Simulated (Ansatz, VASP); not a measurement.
**MnF2: VASP beside Ansatz**

Contents of INCAR:

```
PREC = Accurate
ENCUT = 520
EDIFF = 1E-7
ISMEAR = 0
SIGMA = 0.2
LREAL = False
LASPH = True
NELM = 150
ALGO = Normal
ISIF = 2
LWAVE = False
LCHARG = False
ISPIN = 2
MAGMOM = 5.2 5.2 0 0 0 0
LORBIT = 11
LMAXMIX = 4
GGA = RE
NBANDS = 40
```

Contents of KPOINTS:

```
regular mesh
0
Gamma
  5 5 7
```

The input POSCAR:

```
MnF2
1.0
    4.7911772588      0.0000000000      0.0000000000
    0.0000000000      4.7911772588      0.0000000000
    0.0000000000      0.0000000000      3.2545755982
Mn F
2 4
Direct
    0.0000000000      0.0000000000      0.0000000000
    0.5000000000      0.5000000000      0.5000000000
    0.3053000000      0.3053000000      0.0000000000
    0.1947000000      0.8053000000      0.5000000000
    0.6947000000      0.6947000000      0.0000000000
    0.8053000000      0.1947000000      0.5000000000
```

Input for Ansatz:

```yaml
crystal:
  lattice:
    - [4.791177258809358, 0.0, 0.0]
    - [0.0, 4.791177258809358, 0.0]
    - [0.0, 0.0, 3.254575598247803]
  atoms:
    - { symbol: Mn, position: [0.0, 0.0, 0.0], spin: 5.2 }
    - { symbol: Mn, position: [0.5, 0.5, 0.5], spin: 5.2 }
    - { symbol: F, position: [0.3053, 0.3053, 0.0] }
    - { symbol: F, position: [0.1947, 0.8053, 0.5] }
    - { symbol: F, position: [0.6947, 0.6947, 0.0] }
    - { symbol: F, position: [0.8053, 0.1947, 0.5] }
kpoints:
  mp_grid:
    grid: [5, 5, 7]
hamiltonian:
  xc: revpbe
  pseudopotentials:
    kind: nc
magnetization:
  spin_polarized: true
scf:
  n_extra_bands: 16
  lower_state_search: light
  occupations:
    method: gaussian
    width: 0.2
output:
  stress: true
```

Alike in both runs: task single point; functional revPBE; k mesh 5 × 5 × 7; occupations gaussian, width 0.2 eV; collinear spin.

```csv
,VASP,Ansatz
version,VASP 6.6.1,Ansatz 0.2.0
potentials or method,"VASP PAW PBE potentials, release 64 (Mn_pv, F)",plane waves
plane-wave cutoff (eV),520,1320
valence electrons in the cell,54,58
```

```tsv
	VASP	Ansatz	Ansatz less VASP
pressure (GPa)	13.4	13.0	-0.38
traceless stress, the component that is largest in VASP (GPa)	1.50	1.37	-0.126
net moment per atom (μB)	1.67	1.67	0.000
size of the moment on the site where the two differ most (μB)	4.59	4.16	-0.431
```

VASP's potentials were made for PBE, not for revPBE. Site moments also hang on the region over which each program counts them. VASP's potentials hold 54 valence electrons a cell and Ansatz's 58, so a difference there can come from the potentials and not from the codes.
